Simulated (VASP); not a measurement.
Wanted: the native input for a VASP 6.6.1 run.

| Property | Result |
| --- | --- |
| Task | single point |
| Functional | PBE |
| Potentials or basis | VASP PAW PBE potentials, release 64 (C) |
| Cutoff | 520 eV |
| k mesh | 10 × 10 × 3 |
| Occupations | gaussian, width 0.05 eV |
| Spin | no spin polarisation |
| Dipole correction | no |
| Further INCAR settings | ALGO = Normal; EDIFF = 1e-06; NBANDS = 31 |

The structure of C lies in POSCAR:

```
C
1.0
   -2.5194924611      0.0000000000      0.0000000000
   -1.2597462306     -2.1819444760      0.0000000000
    0.2519492461      0.7273148253     10.3668212017
C
10
Direct
   -0.3248450361      0.0248251803      0.8741755410
    0.6850850361      0.9751748197      0.7252244590
    0.0583836233      0.1086818835      0.1257456505
    0.7018563767      0.8913181165      0.4736543495
    0.0484467069      0.1583664656      0.2747993967
    0.7117932931      0.8416335344      0.3246006033
    0.0051482118      0.3748589408      0.9242768224
    0.3550917882      0.6251410592      0.6751231776
    0.3950560475      0.4253197623      0.0756592868
    0.3651839525      0.5746802377      0.5237407132
```

These files were run (other wordings do the same):

INCAR

```
SYSTEM = C
ALGO = Normal
EDIFF = 1E-6
ENCUT = 520
GGA = PE
ISIF = 2
ISMEAR = 0
LASPH = .TRUE.
LCHARG = .FALSE.
LREAL = .FALSE.
LWAVE = .FALSE.
NBANDS = 31
NELM = 60
PREC = Accurate
SIGMA = 0.05
```

KPOINTS

```
k-points
0
G
  10 10 3
  0 0 0
```

Potentials or basis: VASP PAW PBE potentials, release 64 (C).

The run is started by

```bash
$ cat potpaw_PBE.64/C/POTCAR > POTCAR
$ mpirun -np 1 vasp_std > vasp.out
```

Results of the run:

- Pressure: 3.3 GPa
- Largest force: 4.825 eV/Å
- Band gap on the k mesh: 0.78 eV (least direct gap 2.55 eV)

Caveat: the cell stands under pressure; an odd mesh through Γ misses points on the zone boundary, where band edges can lie; forces of over 1 eV/Å act on the atoms, so gaps and moduli don't describe the material at rest.

It took 120 s on 1 thread of Intel(R) Xeon(R) 6975P-C (Granite Rapids) (shared host), peak memory 0.28 GiB.
